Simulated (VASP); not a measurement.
# Si3B2O3 (P-62m) in VASP: single point with PBE

Aim: the single point of Si3B2O3 with PBE.

Everything below comes from runs of VASP 6.6.1. Logs are shortened: lines on timing, memory, paths and dates and some standing lists are left out, and cuts for length are marked.

## 1. The cell of the first run

The structure is hexagonal, space group P-62m (No. 189). The conventional cell has a = 6.149 Å, b = 6.149 Å, c = 2.596 Å, α = 90.00°, β = 90.00°, γ = 120.00°. Within 3.0 Å of Si (site symmetry m2m) lie 4 B at 2.25 Å and 6 O at 2.48 to 2.59 Å and 2 Si at 2.60 Å. Within 3.0 Å of B (site symmetry -6) lie 6 Si at 2.25 Å and 3 O at 2.40 Å and 2 B at 2.60 Å. O (site symmetry m2m) has 2 B at 2.40 Å and 6 Si at 2.48 to 2.59 Å and 4 O at 2.52 to 2.60 Å within 3.2 Å.

The cell was generated, and may not be a known phase.

## 2. Single point, PBE

INCAR

```
PREC = Accurate
ENCUT = 520
EDIFF = 1E-7
ISMEAR = 0
SIGMA = 0.1
LREAL = False
LASPH = True
NELM = 80
ALGO = Normal
ISIF = 2
LWAVE = False
LCHARG = False
GGA = PE
NBANDS = 28
```

KPOINTS

```
regular mesh
0
Gamma
  3 3 6
```

POSCAR

```
Si3B2O3
1.0
    6.1494601100      0.0000000000      0.0000000000
   -3.0747300600      5.3255886800      0.0000000000
    0.0000000000      0.0000000000      2.5962409200
Si B O
3 2 3
Direct
    0.4189251100      0.0000000000      0.5000000000
    0.5810748900      0.5810748900      0.5000000000
    0.0000000000      0.4189251100      0.5000000000
    0.3333333300      0.6666666700      0.0000000000
    0.6666666700      0.3333333300      0.0000000000
    0.7632660300      0.0000000000      0.0000000000
    0.2367339700      0.2367339700      0.0000000000
    0.0000000000      0.7632660300      0.0000000000
```

Potentials or basis: VASP PAW PBE potentials, release 64 (Si, B, O).

The run is started by

```
$ cat potpaw_PBE.64/Si/POTCAR potpaw_PBE.64/B/POTCAR potpaw_PBE.64/O/POTCAR > POTCAR
$ mpirun -np 1 vasp_std > vasp.out
```

OUTCAR:

```text
PREC = Accurate
   ENCUT = 520
   EDIFF = 1E-7
   ISMEAR = 0
   LREAL = False
   LASPH = True
   NELM = 80
   ISIF = 2
   GGA = PE

 ion  position               nearest neighbor table
   1  0.419  0.000  0.500-   4 2.25   4 2.25   5 2.25   5 2.25   6 2.48   6 2.48
   2  0.581  0.581  0.500-   4 2.25   4 2.25   5 2.25   5 2.25   7 2.48   7 2.48
   3  0.000  0.419  0.500-   5 2.25   5 2.25   4 2.25   4 2.25   8 2.48   8 2.48
   4  0.333  0.667  0.000-   1 2.25   1 2.25   3 2.25   3 2.25   2 2.25   2 2.25
   5  0.667  0.333  0.000-   3 2.25   3 2.25   1 2.25   1 2.25   2 2.25   2 2.25
   6  0.763  0.000  0.000-   1 2.48   1 2.48
   7  0.237  0.237  0.000-   2 2.48   2 2.48
   8  0.000  0.763  0.000-   3 2.48   3 2.48

  LATTYP: Found a hexagonal cell.
 ALAT       =     6.1494601100
 C/A-ratio  =     0.4221900579

  Lattice vectors:

 A1 = (   6.1494601100,   0.0000000000,   0.0000000000)
 A2 = (  -3.0747300600,   5.3255886800,   0.0000000000)
 A3 = (   0.0000000000,   0.0000000000,   2.5962409200)

Analysis of symmetry for initial positions (statically):
=====================================================================
 Subroutine PRICEL returns:
 Original cell was already a primitive cell.

 Routine SETGRP: Setting up the symmetry group for a
 hexagonal supercell.

 Subroutine GETGRP returns: Found 12 space group operations
 (whereof 12 operations were pure point group operations)
 out of a pool of 24 trial point group operations.

The static configuration has the point symmetry D_3h.

Analysis of symmetry for dynamics (positions and initial velocities):
=====================================================================
 Subroutine PRICEL returns:
 Original cell was already a primitive cell.

 Routine SETGRP: Setting up the symmetry group for a
 hexagonal supercell.

 Subroutine GETGRP returns: Found 12 space group operations
 (whereof 12 operations were pure point group operations)
 out of a pool of 24 trial point group operations.

The dynamic configuration has the point symmetry D_3h.

 Subroutine INISYM returns: Found 12 space group operations
 (whereof 12 operations are pure point group operations),
 and found     1 'primitive' translations

----------------------------------------------------------------------------------------

                                     Primitive cell

  volume of cell :      85.0256

  direct lattice vectors                    reciprocal lattice vectors
     6.149460110  0.000000000  0.000000000     0.162615902  0.093886335  0.000000000
    -3.074730060  5.325588680  0.000000000     0.000000000  0.187772669  0.000000000
     0.000000000  0.000000000  2.596240920     0.000000000  0.000000000  0.385172267

  length of vectors
     6.149460110  6.149460117  2.596240920     0.187772669  0.187772669  0.385172267

  position of ions in fractional coordinates (direct lattice)
     0.418925110  0.000000000  0.500000000
     0.581074890  0.581074890  0.500000000
     0.000000000  0.418925110  0.500000000
     0.333333330  0.666666670  0.000000000
     0.666666670  0.333333330  0.000000000
     0.763266030  0.000000000  0.000000000
     0.236733970  0.236733970  0.000000000
     0.000000000  0.763266030  0.000000000

  ion indices of the primitive-cell ions
   primitive index   ion index
                 1           1
                 2           2
                 3           3
                 4           4
                 5           5
                 6           6
                 7           7
                 8           8

----------------------------------------------------------------------------------------

 KPOINTS: regular mesh

Automatic generation of k-mesh.
 Grid dimensions read from file:
 generate k-points for:    3    3    6

 Generating k-lattice:

  Cartesian coordinates                     Fractional coordinates (reciprocal lattice)
     0.054205301  0.031295445  0.000000000     0.333333333  0.000000000  0.000000000
     0.000000000  0.062590890  0.000000000     0.000000000  0.333333333  0.000000000
     0.000000000  0.000000000  0.064195378     0.000000000  0.000000000  0.166666667

  Length of vectors
     0.062590890  0.062590890  0.064195378

  Shift w.r.t. Gamma in fractional coordinates (k-lattice)
     0.000000000  0.000000000  0.000000000

 Subroutine IBZKPT returns following result:
 ===========================================

 Found     12 irreducible k-points:

 Following reciprocal coordinates:
            Coordinates               Weight
  0.000000  0.000000  0.000000      1.000000
  0.333333 -0.000000  0.000000      6.000000
  0.333333  0.333333  0.000000      2.000000
  0.000000  0.000000  0.166667      2.000000
  0.333333 -0.000000  0.166667     12.000000
  0.333333  0.333333  0.166667      4.000000
  0.000000  0.000000  0.333333      2.000000
  0.333333 -0.000000  0.333333     12.000000
  0.333333  0.333333  0.333333      4.000000
  0.000000  0.000000  0.500000      1.000000
  0.333333 -0.000000  0.500000      6.000000
  0.333333  0.333333  0.500000      2.000000
   k-points           NKPTS =     12   k-points in BZ     NKDIM =     12   number of bands    NBANDS=     28
   number of dos      NEDOS =    301   number of ions     NIONS =      8
   total plane-waves  NPLWV =  46080
   dimension x,y,z NGX =    48 NGY =   48 NGZ =   20
   dimension x,y,z NGXF=    96 NGYF=   96 NGZF=   40
   ions per type =               3   2   3
   NGX,Y,Z   is equivalent  to a cutoff of  12.98, 12.98, 12.81 a.u.
   NGXF,Y,Z  is equivalent  to a cutoff of  25.95, 25.95, 25.61 a.u.
 SYSTEM =  unknown system
   PREC   = accura    normal or accurate (medium, high low for compatibility)
   ISTART =      0    job   : 0-new  1-cont  2-samecut
   ICHARG =      2    charge: 1-file 2-atom 10-const
   ISPIN  =      1    spin polarized calculation?
   LNONCOLLINEAR =      F non collinear calculations
   LSORBIT =      F    spin-orbit coupling
   LASPH  =      T    aspherical Exc in radial PAW
   ENCUT  =  520.0 eV  38.22 Ry    6.18 a.u.  11.43 11.43  4.83*2*pi/ulx,y,z
   NELM   =     80;   NELMIN=  2; NELMDL= -5     # of ELM steps
   EDIFF  = 0.1E-06   stopping-criterion for ELM
   LREAL  =      F    real-space projection
   EDIFFG = 0.1E-05   stopping-criterion for IOM
   NSW    =      0    number of steps for IOM
   IBRION =     -1    ionic relax: 0-MD 1-quasi-New 2-CG
   NFREE  =      0    steps in history (QN), initial steepest desc. (CG)
   ISIF   =      2    stress and relaxation
   ISYM   =      2    0-nonsym 1-usesym 2-fastsym
   POTIM  = 0.5000    time-step for ionic-motion
   TEBEG  =    0.0;   TEEND  =   0.0 temperature during run
   PSTRESS=    0.0 pullay stress
   NELECT =      36.0000    total number of electrons
   NUPDOWN=      -1.0000    fix difference up-down
   EMIN   =  10.00;   EMAX   =-10.00  energy-range for DOS
   EFERMI =   0.00;   METHOD = LEGACY
   ISMEAR =     0;   SIGMA  =   0.10  broadening in eV -4-tet -1-fermi 0-gaus
   EFERMI_NEDOS =   21; number of points for ismear=-14 and -15
   IALGO  =     38    algorithm
   IMIX   =      4    mixing-type and parameters
     AMIX     =   0.40;   BMIX     =  1.00
     AMIX_MAG =   1.60;   BMIX_MAG =  1.00
  volume/ion in A,a.u.               =      10.63        71.72
  Fermi-wavevector in a.u.,A,eV,Ry     =   1.229304  2.323047 20.560950  1.511187
  Thomas-Fermi vector in A             =   2.364196
   LORBIT       =      0    0 simple, 1 ext, 2 COOP (PROOUT), +10 PAW based schemes
   GGA     = PE    functional components
   LHFCALC =     F    Hartree Fock is set to
   AEXX    =    0.0000 exact exchange contribution
   IVDW    =     0    specifies the selected vdW correction
   LEPSILON=     F    determine dielectric tensor
   LRPA    =     F    only Hartree local field effects (RPA)
 non-spin polarized calculation
 Gauss-broadening in eV      SIGMA  =   0.10
  energy-cutoff  :      520.00
  volume of cell :       85.03
 maximum number of plane-waves:      2314
 NGX is ok and might be reduce to    48
   NGX = 23   NGY = 23   NGZ =  9

 number of electron      36.0000007 magnetization

 Free energy of the ion-electron system (eV)
  ---------------------------------------------------
  ext. energy  EPLUGINS =         0.00000000
  ---------------------------------------------------
  free energy    TOTEN  =       -38.50760368 eV

  energy without entropy =      -38.47396694  energy(sigma->0) =      -38.49078531

 E-fermi :   6.4465     XC(G=0): -11.2570

 val. band max:        6.4315950227   @ k =   0.0000   0.0000   0.0000
 cond. band min:       6.4658900428   @ k =   0.3333  -0.0000   0.3333
 fundamental gap:      0.0342950201
 Fermi energy:         6.4465067500

 k-point     1 :       0.0000    0.0000    0.0000
  band No.  band energies     occupation
      1     -11.7656      2.00000
      2     -10.6586      2.00000
      3     -10.6586      2.00000
      4      -5.5592      2.00000
      5      -3.8653      2.00000
      6      -3.6146      2.00000
[... 20 lines left out ...]
     27      14.0329      0.00000
     28      15.8066      0.00000

 k-point     2 :       0.3333   -0.0000    0.0000
  band No.  band energies     occupation
      1     -11.5522      2.00000
      2     -10.8804      2.00000
      3     -10.7297      2.00000
      4      -5.4980      2.00000
      5      -5.0712      2.00000
      6      -3.0727      2.00000
[... 20 lines left out ...]
     27      14.5650      0.00000
     28      15.6926      0.00000

 k-point     3 :       0.3333    0.3333    0.0000
  band No.  band energies     occupation
      1     -11.3781      2.00000
      2     -10.9150      2.00000
      3     -10.9150      2.00000
      4      -5.3616      2.00000
      5      -5.3616      2.00000
      6      -2.8333      2.00000
[... 20 lines left out ...]
     27      15.4128      0.00000
     28      15.4128      0.00000

 k-point     4 :       0.0000    0.0000    0.1667
  band No.  band energies     occupation
      1     -11.4840      2.00000
      2     -10.4536      2.00000
      3     -10.4536      2.00000
      4      -5.1511      2.00000
      5      -3.3675      2.00000
      6      -3.0582      2.00000
[... 20 lines left out ...]
     27      12.5852      0.00000
     28      12.5852      0.00000

 k-point     5 :       0.3333   -0.0000    0.1667
  band No.  band energies     occupation
      1     -11.2931      2.00000
      2     -10.6474      2.00000
      3     -10.5155      2.00000
      4      -5.0652      2.00000
      5      -4.5654      2.00000
      6      -2.5565      2.00000
[... 20 lines left out ...]
     27      13.0671      0.00000
     28      13.7164      0.00000

 k-point     6 :       0.3333    0.3333    0.1667
  band No.  band energies     occupation
      1     -11.1453      2.00000
      2     -10.6735      2.00000
      3     -10.6735      2.00000
      4      -4.8976      2.00000
      5      -4.8976      2.00000
      6      -2.3203      2.00000
[... 20 lines left out ...]
     27      13.5711      0.00000
     28      13.5711      0.00000

 k-point     7 :       0.0000    0.0000    0.3333
  band No.  band energies     occupation
      1     -10.8416      2.00000
      2     -10.0016      2.00000
      3     -10.0016      2.00000
      4      -3.9828      2.00000
      5      -1.8854      2.00000
      6      -1.4611      2.00000
[... 20 lines left out ...]
     27      12.4545      0.00000
     28      12.5797      0.00000

 k-point     8 :       0.3333   -0.0000    0.3333
  band No.  band energies     occupation
      1     -10.7121      2.00000
      2     -10.1266      2.00000
      3     -10.0416      2.00000
      4      -3.8087      2.00000
      5      -3.0707      2.00000
      6      -1.0928      2.00000
[... 20 lines left out ...]
     27      11.9912      0.00000
     28      13.0353      0.00000

 k-point     9 :       0.3333    0.3333    0.3333
  band No.  band energies     occupation
      1     -10.6249      2.00000
      2     -10.1373      2.00000
      3     -10.1373      2.00000
      4      -3.5252      2.00000
      5      -3.5252      2.00000
      6      -0.8892      2.00000
[... 20 lines left out ...]
     27      11.9999      0.00000
     28      13.1524      0.00000

 k-point    10 :       0.0000    0.0000    0.5000
  band No.  band energies     occupation
      1     -10.4665      2.00000
      2      -9.7488      2.00000
      3      -9.7488      2.00000
      4      -2.6459      2.00000
      5      -1.1869      2.00000
      6       0.2337      2.00000
[... 20 lines left out ...]
     27      12.0203      0.00000
     28      12.0203      0.00000

 k-point    11 :       0.3333   -0.0000    0.5000
  band No.  band energies     occupation
      1     -10.3812      2.00000
      2      -9.8301      2.00000
      3      -9.7758      2.00000
      4      -2.2311      2.00000
      5      -1.1254      2.00000
      6      -0.7636      2.00000
[... 20 lines left out ...]
     27      11.9188      0.00000
     28      12.4622      0.00000

 k-point    12 :       0.3333    0.3333    0.5000
  band No.  band energies     occupation
      1     -10.3290      2.00000
      2      -9.8348      2.00000
      3      -9.8348      2.00000
      4      -1.5747      2.00000
      5      -1.5747      2.00000
      6      -0.9650      2.00000
[... 20 lines left out ...]
     27      11.4165      0.00000
     28      12.8925      0.00000

------------------------ aborting loop because EDIFF is reached ----------------------------------------

  FORCE on cell =-STRESS in cart. coord.  units (eV):
  Direction    XX          YY          ZZ          XY          YZ          ZX
  --------------------------------------------------------------------------------------
  -------------------------------------------------------------------------------------
  Total       -8.1312698     -8.1312698     -3.6594970      0.0000000      0.0000000      0.0000000
  in kB     -153.2213744   -153.2213747    -68.9576385      0.0000001      0.0000000      0.0000000
  external PRESSURE =    -125.1334625 kB  Pullay stress =       0.0000000 kB

 VOLUME and BASIS-vectors are now :
 -----------------------------------------------------------------------------
  energy-cutoff  :      520.00
  volume of cell :       85.03
      direct lattice vectors                 reciprocal lattice vectors
     6.149460110  0.000000000  0.000000000     0.162615902  0.093886335  0.000000000
    -3.074730060  5.325588680  0.000000000     0.000000000  0.187772669  0.000000000
     0.000000000  0.000000000  2.596240920     0.000000000  0.000000000  0.385172267

 POSITION                                       TOTAL-FORCE (eV/Angst)
 -----------------------------------------------------------------------------------
      2.57616      0.00000      1.29812        -0.406249     -0.000000      0.000000
      1.78665      3.09457      1.29812         0.203125      0.351822      0.000000
     -1.28808      2.23102      1.29812         0.203125     -0.351822      0.000000
     -0.00000      3.55039      0.00000         0.000000     -0.000000      0.000000
      3.07473      1.77520      0.00000         0.000000     -0.000000      0.000000
      4.69367      0.00000      0.00000        -1.333583     -0.000000      0.000000
      0.72789      1.26075      0.00000         0.666791      1.154917      0.000000
     -2.34684      4.06484      0.00000         0.666791     -1.154917     -0.000000
 -----------------------------------------------------------------------------------
    total drift:                               -0.000001     -0.000002      0.000000

  FREE ENERGIE OF THE ION-ELECTRON SYSTEM (eV)
  ---------------------------------------------------
  free  energy   TOTEN  =       -38.5076036840 eV

  energy  without entropy=      -38.4739669408  energy(sigma->0) =      -38.49078531
```

Wall time 34 s (1 thread of Intel Xeon Platinum 8375C at 2.90GHz (Ice Lake), shared host); peak memory 0.2 GiB.

Results:

| Item | Value |
| --- | --- |
| Free energy | -38.5076 eV |
| Pressure | -12.5 GPa |
| Largest force | 1.334 eV/Å |
| Band gap on the k mesh | zero (bands 18 and 19 overlap by 0.52 eV) |

Forces on the atoms (eV/Å):
```
Si  -0.406  0.000  0.000
Si   0.203  0.352  0.000
Si   0.203 -0.352  0.000
B    0.000  0.000  0.000
B    0.000  0.000  0.000
O   -1.334  0.000  0.000
O    0.667  1.155  0.000
O    0.667 -1.155  0.000
```

Levels at points of the mesh, in eV from the Fermi level:
```csv
k point,band 16,band 17,band 18,band 19,band 20,band 21
"(0.00, 0.00, 0.00)",-0.35,-0.01,-0.01,0.41,2.67,2.67
"(0.00, 0.00, 0.50)",-2.02,-2.02,-0.13,-0.13,0.08,1.55
```

Caveat: the k points lie up to 0.40 Å⁻¹ apart, too coarse for converged energies and pressures of a metal; forces of over 1 eV/Å act on the atoms, so gaps and moduli don't describe the material at rest.

The gap in the log of VASP goes by the Fermi energy; the results here count the filled bands.